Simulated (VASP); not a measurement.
Wanted: the native input for a VASP 6.6.1 run.

- Task: single point
- Functional: r2SCAN
- Potentials or basis: VASP PAW PBE potentials, release 64 (Pt)
- Cutoff: 520 eV
- k mesh: 8 × 8 × 4
- Occupations: gaussian, width 0.1 eV
- Spin: no spin polarisation
- Dipole correction: no
- Further INCAR settings: ALGO = Normal; EDIFF = 1e-06; NBANDS = 17

Pt:

```
Pt
1.0
     1.41993   -2.55070    0.00000
     1.41993    2.55070    0.00000
     0.00000    0.00000    4.85684
Pt
2
Direct
  0.66415 0.33585 0.25000
  0.33585 0.66415 0.75000
```

These files were run (other wordings do the same):

POSCAR

```
Pt
1.0
    1.4199310047     -2.5507036507      0.0000000000
    1.4199310047      2.5507036507      0.0000000000
    0.0000000000      0.0000000000      4.8568390331
Pt
2
Direct
    0.6641465054      0.3358534946      0.2500000000
    0.3358534946      0.6641465054      0.7500000000
```

INCAR.step1

```
SYSTEM = Pt
PREC = Accurate
ENCUT = 520
ISMEAR = 0
SIGMA = 0.1
LREAL = .FALSE.
LASPH = .TRUE.
NELM = 60
NBANDS = 17
GGA = PE
ALGO = Normal
EDIFF = 1E-4
LWAVE = .TRUE.
LCHARG = .FALSE.
```

INCAR.step2

```
SYSTEM = Pt
PREC = Accurate
ENCUT = 520
EDIFF = 1E-6
ISMEAR = 0
SIGMA = 0.1
LREAL = .FALSE.
LASPH = .TRUE.
NELM = 60
ALGO = Normal
ISIF = 2
LWAVE = .FALSE.
LCHARG = .TRUE.
METAGGA = R2SCAN
LMIXTAU = .TRUE.
LELF = .TRUE.
LVHAR = .TRUE.
NBANDS = 17
ISTART = 1
```

KPOINTS

```
regular mesh
0
G
  8 8 4
  0 0 0
```

Potentials or basis: VASP PAW PBE potentials, release 64 (Pt).

The run is started by

```sh
$ cat potpaw_PBE.64/Pt/POTCAR > POTCAR
$ cp INCAR.step1 INCAR
$ mpirun -np 1 vasp_std > vasp.out
$ cp INCAR.step2 INCAR
$ mpirun -np 1 vasp_std > vasp.out
```

It gave:

* Pressure: -24.2 GPa
* Largest force: 0.007 eV/Å
* Band gap on the k mesh: zero (band 10 reaches 8.61 eV, above the bottom of band 11 at 7.59 eV)

Caveat: the PAW data sets were made with another functional, which shifts forces and pressure a little; spin-orbit coupling is left out, which moves the levels of the heavy elements.

Run time: 2.4 min on 1 thread of Intel(R) Xeon(R) Platinum 8259CL CPU @ 2.50GHz (Skylake/Cascade Lake), on a shared host, peak memory 0.18 GiB.
